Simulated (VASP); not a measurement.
# ZnCu (P4/mmm) in VASP: further runs

The runs below take ZnCu through single point, with PBE.

Everything below comes from runs of VASP 6.6.1. Logs are shortened: lines on timing, memory, paths and dates and some standing lists are left out, and cuts for length are marked.

## 1. The cell of the first run

Symmetry: P4/mmm, No. 123, tetragonal system. The conventional cell has a = 2.761 Å, b = 2.761 Å, c = 3.400 Å, α = 90.00°, β = 90.00°, γ = 90.00°. Zn (site symmetry 4/mmm) has 8 Cu at 2.59 Å and 6 Zn at 2.76 to 3.40 Å within 3.4 Å. Within 3.4 Å of Cu (site symmetry 4/mmm) lie 8 Zn at 2.59 Å and 6 Cu at 2.76 to 3.40 Å.

## 2. Single point, PBE (uniaxial strain along c: -1.0 %)

INCAR reads:

```
PREC     = Accurate       # precision mode
ENCUT    = 700            # plane-wave cutoff, eV
EDIFF    = 1E-6           # SCF threshold, eV
ISMEAR   = 0              # smearing method
SIGMA    = 0.1            # smearing width, eV
LREAL    = False          # projectors in reciprocal space
LASPH    = True           # aspherical terms in the spheres
NELM     = 120            # most SCF steps
ALGO     = Normal         # electronic algorithm
ISIF     = 2              # what is computed and relaxed
LWAVE    = False          # write WAVECAR
LCHARG   = True           # write CHGCAR
GGA      = PE             # functional
LELF     = True           # ELF
LVHAR    = True         
NBANDS   = 22             # bands
GGA_COMPAT= False
```

KPOINTS reads:

```
regular mesh
0
Gamma
  16 16 12
```

POSCAR reads:

```
ZnCu
1.0
    2.7607771888      0.0000000000      0.0000000000
    0.0000000000      2.7607771888      0.0000000000
    0.0000000000      0.0000000000      3.3997396895
Zn Cu
1 1
Direct
    0.5000000000      0.5000000000      0.5000000000
    0.0000000000      0.0000000000      0.0000000000
```

Potentials or basis: VASP PAW PBE potentials, release 64 (Zn, Cu_sv_GW).

Command:

```console
> cat potpaw_PBE.64/Zn/POTCAR potpaw_PBE.64/Cu_sv_GW/POTCAR > POTCAR
> mpirun -np 1 vasp_std > vasp.out
```

OUTCAR:

```text
PREC = Accurate
   ENCUT = 700
   EDIFF = 1E-6
   ISMEAR = 0
   LREAL = False
   LASPH = True
   NELM = 120
   ISIF = 2
   GGA = PE

 ion  position               nearest neighbor table
   1  0.500  0.500  0.500-   2 2.59   2 2.59   2 2.59   2 2.59   2 2.59   2 2.59   2 2.59   2 2.59

   2  0.000  0.000  0.000-   1 2.59   1 2.59   1 2.59   1 2.59   1 2.59   1 2.59   1 2.59   1 2.59

  LATTYP: Found a simple tetragonal cell.
 ALAT       =     2.7607771888
 C/A-ratio  =     1.2314429804

  Lattice vectors:

 A1 = (   2.7607771888,   0.0000000000,   0.0000000000)
 A2 = (   0.0000000000,   2.7607771888,   0.0000000000)
 A3 = (   0.0000000000,   0.0000000000,   3.3997396895)

Analysis of symmetry for initial positions (statically):
=====================================================================
 Subroutine PRICEL returns:
 Original cell was already a primitive cell.

 Routine SETGRP: Setting up the symmetry group for a
 simple tetragonal supercell.

 Subroutine GETGRP returns: Found 16 space group operations
 (whereof 16 operations were pure point group operations)
 out of a pool of 16 trial point group operations.

The static configuration has the point symmetry D_4h.

Analysis of symmetry for dynamics (positions and initial velocities):
=====================================================================
 Subroutine PRICEL returns:
 Original cell was already a primitive cell.

 Routine SETGRP: Setting up the symmetry group for a
 simple tetragonal supercell.

 Subroutine GETGRP returns: Found 16 space group operations
 (whereof 16 operations were pure point group operations)
 out of a pool of 16 trial point group operations.

The dynamic configuration has the point symmetry D_4h.

 Subroutine INISYM returns: Found 16 space group operations
 (whereof 16 operations are pure point group operations),
 and found     1 'primitive' translations

----------------------------------------------------------------------------------------

                                     Primitive cell

  volume of cell :      25.9124

  direct lattice vectors                    reciprocal lattice vectors
     2.760777189  0.000000000  0.000000000     0.362216844  0.000000000  0.000000000
     0.000000000  2.760777189  0.000000000     0.000000000  0.362216844  0.000000000
     0.000000000  0.000000000  3.399739690     0.000000000  0.000000000  0.294140167

  length of vectors
     2.760777189  2.760777189  3.399739690     0.362216844  0.362216844  0.294140167

  position of ions in fractional coordinates (direct lattice)
     0.500000000  0.500000000  0.500000000
     0.000000000  0.000000000  0.000000000

  ion indices of the primitive-cell ions
   primitive index   ion index
                 1           1
                 2           2

----------------------------------------------------------------------------------------

 KPOINTS: regular mesh

Automatic generation of k-mesh.
 Grid dimensions read from file:
 generate k-points for:   16   16   12

 Generating k-lattice:

  Cartesian coordinates                     Fractional coordinates (reciprocal lattice)
     0.022638553  0.000000000  0.000000000     0.062500000  0.000000000  0.000000000
     0.000000000  0.022638553  0.000000000     0.000000000  0.062500000  0.000000000
     0.000000000  0.000000000  0.024511681     0.000000000  0.000000000  0.083333333

  Length of vectors
     0.022638553  0.022638553  0.024511681

  Shift w.r.t. Gamma in fractional coordinates (k-lattice)
     0.000000000  0.000000000  0.000000000

 Subroutine IBZKPT returns following result:
 ===========================================

 Found    315 irreducible k-points:

 Following reciprocal coordinates:
            Coordinates               Weight
  0.000000  0.000000  0.000000      1.000000
  0.062500  0.000000  0.000000      4.000000
  0.125000  0.000000  0.000000      4.000000
  0.187500  0.000000  0.000000      4.000000
  0.250000  0.000000  0.000000      4.000000
  0.312500  0.000000  0.000000      4.000000
[... 16 lines left out ...]
  0.437500  0.125000  0.000000      8.000000
  0.500000  0.125000  0.000000      4.000000
 [... further k-points ...]
   k-points           NKPTS =    315   k-points in BZ     NKDIM =    315   number of bands    NBANDS=     22
   number of dos      NEDOS =    301   number of ions     NIONS =      2
   total plane-waves  NPLWV =  17280
   dimension x,y,z NGX =    24 NGY =   24 NGZ =   30
   dimension x,y,z NGXF=    48 NGYF=   48 NGZF=   60
   ions per type =               1   1
   NGX,Y,Z   is equivalent  to a cutoff of  14.45, 14.45, 14.67 a.u.
   NGXF,Y,Z  is equivalent  to a cutoff of  28.90, 28.90, 29.34 a.u.
 SYSTEM =  unknown system
   PREC   = accura    normal or accurate (medium, high low for compatibility)
   ISTART =      0    job   : 0-new  1-cont  2-samecut
   ICHARG =      2    charge: 1-file 2-atom 10-const
   ISPIN  =      1    spin polarized calculation?
   LNONCOLLINEAR =      F non collinear calculations
   LSORBIT =      F    spin-orbit coupling
   LASPH  =      T    aspherical Exc in radial PAW
   ENCUT  =  700.0 eV  51.45 Ry    7.17 a.u.   5.96  5.96  7.33*2*pi/ulx,y,z
   NELM   =    120;   NELMIN=  2; NELMDL= -5     # of ELM steps
   EDIFF  = 0.1E-05   stopping-criterion for ELM
   LREAL  =      F    real-space projection
   EDIFFG = 0.1E-04   stopping-criterion for IOM
   NSW    =      0    number of steps for IOM
   IBRION =     -1    ionic relax: 0-MD 1-quasi-New 2-CG
   NFREE  =      0    steps in history (QN), initial steepest desc. (CG)
   ISIF   =      2    stress and relaxation
   ISYM   =      2    0-nonsym 1-usesym 2-fastsym
   POTIM  = 0.5000    time-step for ionic-motion
   TEBEG  =    0.0;   TEEND  =   0.0 temperature during run
   PSTRESS=    0.0 pullay stress
   NELECT =      31.0000    total number of electrons
   NUPDOWN=      -1.0000    fix difference up-down
   EMIN   =  10.00;   EMAX   =-10.00  energy-range for DOS
   EFERMI =   0.00;   METHOD = LEGACY
   ISMEAR =     0;   SIGMA  =   0.10  broadening in eV -4-tet -1-fermi 0-gaus
   EFERMI_NEDOS =   21; number of points for ismear=-14 and -15
   IALGO  =     38    algorithm
   IMIX   =      4    mixing-type and parameters
     AMIX     =   0.40;   BMIX     =  1.00
     AMIX_MAG =   1.60;   BMIX_MAG =  1.00
  volume/ion in A,a.u.               =      12.96        87.43
  Fermi-wavevector in a.u.,A,eV,Ry     =   1.737905  3.284164 41.093845  3.020312
  Thomas-Fermi vector in A             =   2.811039
   LORBIT       =      0    0 simple, 1 ext, 2 COOP (PROOUT), +10 PAW based schemes
   GGA     = PE    functional components
   LHFCALC =     F    Hartree Fock is set to
   AEXX    =    0.0000 exact exchange contribution
   IVDW    =     0    specifies the selected vdW correction
   LEPSILON=     F    determine dielectric tensor
   LRPA    =     F    only Hartree local field effects (RPA)
 non-spin polarized calculation
 Gauss-broadening in eV      SIGMA  =   0.10
  energy-cutoff  :      700.00
  volume of cell :       25.91
 maximum number of plane-waves:      1112
 NGX is ok and might be reduce to    24
   NGX = 11   NGY = 11   NGZ = 15

 number of electron      30.9999989 magnetization

 Free energy of the ion-electron system (eV)
  ---------------------------------------------------
  ext. energy  EPLUGINS =         0.00000000
  ---------------------------------------------------
  free energy    TOTEN  =        -5.07176309 eV

  energy without entropy =       -5.06882401  energy(sigma->0) =       -5.07029355

 E-fermi :   5.3857     XC(G=0): -12.6094

 val. band max:        5.3708699036   @ k =   0.5000   0.3125   0.3333
 cond. band min:       5.3931572417   @ k =   0.2500   0.0000   0.2500
 fundamental gap:      0.0222873381
 Fermi energy:         5.3856839989

 k-point     1 :       0.0000    0.0000    0.0000
  band No.  band energies     occupation
      1    -107.5285      2.00000
      2     -64.9445      2.00000
      3     -64.8877      2.00000
      4     -64.8877      2.00000
      5      -4.8610      2.00000
      6      -2.5069      2.00000
[... 14 lines left out ...]
     21      20.1897      0.00000
     22      26.7237      0.00000

 k-point     2 :       0.0625    0.0000    0.0000
  band No.  band energies     occupation
      1    -107.5286      2.00000
      2     -64.9446      2.00000
      3     -64.8887      2.00000
      4     -64.8878      2.00000
      5      -4.7802      2.00000
      6      -2.4915      2.00000
[... 14 lines left out ...]
     21      20.8499      0.00000
     22      26.0493      0.00000

 k-point     3 :       0.1250    0.0000    0.0000
  band No.  band energies     occupation
      1    -107.5285      2.00000
      2     -64.9445      2.00000
      3     -64.8913      2.00000
      4     -64.8875      2.00000
      5      -4.5400      2.00000
      6      -2.4520      2.00000
[... 14 lines left out ...]
     21      22.7917      0.00000
     22      24.2766      0.00000

 k-point     4 :       0.1875    0.0000    0.0000
  band No.  band energies     occupation
      1    -107.5281      2.00000
      2     -64.9441      2.00000
      3     -64.8952      2.00000
      4     -64.8867      2.00000
      5      -4.1490      2.00000
      6      -2.3998      2.00000
[... 14 lines left out ...]
     21      22.3827      0.00000
     22      23.1030      0.00000

 k-point     5 :       0.2500    0.0000    0.0000
  band No.  band energies     occupation
      1    -107.5280      2.00000
      2     -64.9440      2.00000
      3     -64.8994      2.00000
      4     -64.8865      2.00000
      5      -3.6296      2.00000
      6      -2.3388      2.00000
[... 417 lines left out ...]
 k-point    22 :       0.3750    0.1250    0.0000
  band No.  band energies     occupation
      1    -107.5274      2.00000
      2     -64.9431      2.00000
      3     -64.9069      2.00000
      4     -64.8898      2.00000
      5      -2.4392      2.00000
      6      -2.1585      2.00000
[... 14 lines left out ...]
     21      18.4486      0.00000
     22      19.7739      0.00000

 k-point    23 :       0.4375    0.1250    0.0000
  band No.  band energies     occupation
      1    -107.5271      2.00000
      2     -64.9425      2.00000
      3     -64.9094      2.00000
      4     -64.8895      2.00000
      5      -2.2713      2.00000
      6      -2.1339      2.00000
[... 14 lines left out ...]
     21      17.2182      0.00000
     22      18.3414      0.00000

 k-point    24 :       0.5000    0.1250    0.0000
  band No.  band energies     occupation
      1    -107.5272      2.00000
      2     -64.9426      2.00000
      3     -64.9104      2.00000
      4     -64.8896      2.00000
      5      -2.2247      2.00000
      6      -2.1480      2.00000
[... 14 lines left out ...]
     21      16.6906      0.00000
     22      17.3080      0.00000

 [... further k-points ...]
[... 5 lines left out ...]
  --------------------------------------------------------------------------------------
  -------------------------------------------------------------------------------------
  Total       -0.2306053     -0.2306053     -0.4457864      0.0000000      0.0000000      0.0000000
  in kB      -14.2584208    -14.2584208    -27.5631629      0.0000000      0.0000000      0.0000000
  external PRESSURE =     -18.6933349 kB  Pullay stress =       0.0000000 kB

 VOLUME and BASIS-vectors are now :
 -----------------------------------------------------------------------------
  energy-cutoff  :      700.00
  volume of cell :       25.91
      direct lattice vectors                 reciprocal lattice vectors
     2.760777189  0.000000000  0.000000000     0.362216844  0.000000000  0.000000000
     0.000000000  2.760777189  0.000000000     0.000000000  0.362216844  0.000000000
     0.000000000  0.000000000  3.399739690     0.000000000  0.000000000  0.294140167

 POSITION                                       TOTAL-FORCE (eV/Angst)
 -----------------------------------------------------------------------------------
      1.38039      1.38039      1.69987         0.000000      0.000000      0.000000
      0.00000      0.00000      0.00000         0.000000      0.000000      0.000000
 -----------------------------------------------------------------------------------
    total drift:                                0.000000      0.000000     -0.000000

  FREE ENERGIE OF THE ION-ELECTRON SYSTEM (eV)
  ---------------------------------------------------
  free  energy   TOTEN  =        -5.0717630944 eV

  energy  without entropy=       -5.0688240073  energy(sigma->0) =       -5.07029355
```

Run time: 81 s. Hardware: 1 thread of Intel Xeon 6975P-C (Granite Rapids), shared host; peak memory 0.43 GiB.

What came out:

- Free energy: -5.0718 eV
- Pressure: -1.9 GPa
- Band gap on the k mesh: zero (an odd number of electrons rules out a gap without spin polarisation)

Stress tensor (GPa, compression positive):
```
-1.43  0.00  0.00
 0.00 -1.43  0.00
 0.00  0.00 -2.76
```

Levels at points of the mesh, in eV from the Fermi level:
| k point | band 14 | band 15 | band 16 | band 17 | band 18 | band 19 |
| --- | --- | --- | --- | --- | --- | --- |
| (0.00, 0.00, 0.00) | -2.64 | -2.45 | 2.06 | 7.03 | 8.78 | 8.78 |
| (0.50, 0.00, 0.00) | -2.96 | -2.70 | -1.45 | 8.67 | 8.85 | 10.01 |
| (0.50, 0.50, 0.00) | -2.13 | -0.82 | -0.82 | 3.13 | 3.61 | 11.12 |
| (0.00, 0.00, 0.50) | -2.93 | -2.71 | -2.48 | 12.73 | 12.73 | 13.64 |
| (0.50, 0.00, 0.50) | -2.51 | -2.35 | -1.97 | 1.22 | 1.65 | 15.98 |
| (0.50, 0.50, 0.50) | -2.13 | 4.05 | 4.05 | 4.17 | 4.21 | 4.21 |

Caveat: the cell differs from its parent crystal (uniaxial strain along c: -1.0 %).

## 3. Single point, PBE (uniaxial strain along c: +3.0 %)

INCAR reads:

```
SYSTEM = ZnCu
ALGO     = Normal         ! electronic algorithm
EDIFF    = 1E-6           ! SCF threshold, eV
ENCUT    = 700            ! plane-wave cutoff, eV
GGA      = PE             ! functional
GGA_COMPAT= .False.      
ISIF     = 2              ! what is computed and relaxed
ISMEAR   = 0              ! smearing method
LASPH    = .True.         ! aspherical terms in the spheres
LCHARG   = .False.        ! write CHGCAR
LREAL    = .False.        ! projectors in reciprocal space
LWAVE    = .False.        ! write WAVECAR
NBANDS   = 22             ! bands
NELM     = 120            ! most SCF steps
PREC     = Accurate       ! precision mode
SIGMA    = 0.1            ! smearing width, eV
```

KPOINTS reads:

```
k-points
0
Gamma
  16 16 12
  0 0 0
```

POSCAR reads:

```
ZnCu
1.0
    2.7332382642      0.0000000000      0.0000000000
    0.0000000000      2.7332382642      0.0000000000
    0.0000000000      0.0000000000      3.5371029093
Zn Cu
1 1
Direct
    0.5000000000      0.5000000000      0.5000000000
    0.0000000000      0.0000000000      0.0000000000
```

Potentials or basis: VASP PAW PBE potentials, release 64 (Zn, Cu_sv_GW).

Command:

```console
> cat potpaw_PBE.64/Zn/POTCAR potpaw_PBE.64/Cu_sv_GW/POTCAR > POTCAR
> mpirun -np 1 vasp_std > vasp.out
```

OUTCAR:

```text
SYSTEM = ZnCu
   EDIFF = 1E-6
   ENCUT = 700
   GGA = PE
   ISIF = 2
   ISMEAR = 0
   LASPH = .True.
   LREAL = .False.
   NELM = 120
   PREC = Accurate

 ion  position               nearest neighbor table
   1  0.500  0.500  0.500-   2 2.62   2 2.62   2 2.62   2 2.62   2 2.62   2 2.62   2 2.62   2 2.62

   2  0.000  0.000  0.000-   1 2.62   1 2.62   1 2.62   1 2.62   1 2.62   1 2.62   1 2.62   1 2.62

  LATTYP: Found a simple tetragonal cell.
 ALAT       =     2.7332382642
 C/A-ratio  =     1.2941070508

  Lattice vectors:

[... 789 lines left out ...]

  FORCE on cell =-STRESS in cart. coord.  units (eV):
  Direction    XX          YY          ZZ          XY          YZ          ZX
  --------------------------------------------------------------------------------------
  -------------------------------------------------------------------------------------
  Total       -0.6628964     -0.6628964     -0.6803771      0.0000000      0.0000000      0.0000000
  in kB      -40.1932902    -40.1932902    -41.2531926      0.0000000      0.0000000      0.0000000
  external PRESSURE =     -40.5465910 kB  Pullay stress =       0.0000000 kB

 VOLUME and BASIS-vectors are now :
 -----------------------------------------------------------------------------
  energy-cutoff  :      700.00
  volume of cell :       26.42
      direct lattice vectors                 reciprocal lattice vectors
     2.733238264  0.000000000  0.000000000     0.365866384  0.000000000  0.000000000
     0.000000000  2.733238264  0.000000000     0.000000000  0.365866384  0.000000000
     0.000000000  0.000000000  3.537102909     0.000000000  0.000000000  0.282717248

 POSITION                                       TOTAL-FORCE (eV/Angst)
 -----------------------------------------------------------------------------------
      1.36662      1.36662      1.76855         0.000000      0.000000      0.000000
      0.00000      0.00000      0.00000         0.000000      0.000000      0.000000
 -----------------------------------------------------------------------------------
    total drift:                                0.000000      0.000000     -0.000000

  FREE ENERGIE OF THE ION-ELECTRON SYSTEM (eV)
  ---------------------------------------------------
  free  energy   TOTEN  =        -5.0672472339 eV

  energy  without entropy=       -5.0635629707  energy(sigma->0) =       -5.06540510
```

stdout:

```text
POSCAR found type information on POSCAR ZnCu
 POSCAR found :  2 types and       2 ions
 scaLAPACK will be used
 LDA part: xc-table for (Slater+PW92), standard interpolation
 POSCAR, INCAR and KPOINTS ok, starting setup
 FFT: planning ... GRIDC
 FFT: planning ... GRID_SOFT
 FFT: planning ... GRID
 WAVECAR not read
 entering main loop
```

It took 2.4 min on 1 thread of Intel Xeon Platinum 8259CL at 2.50GHz (Skylake/Cascade Lake), shared host; peak memory 0.45 GiB.

Results:

* Free energy: -5.0672 eV
* Pressure: -4.1 GPa
* Band gap on the k mesh: zero (an odd number of electrons rules out a gap without spin polarisation)

Caveat: the cell differs from its parent crystal (uniaxial strain along c: +3.0 %); the cell stands under tension.
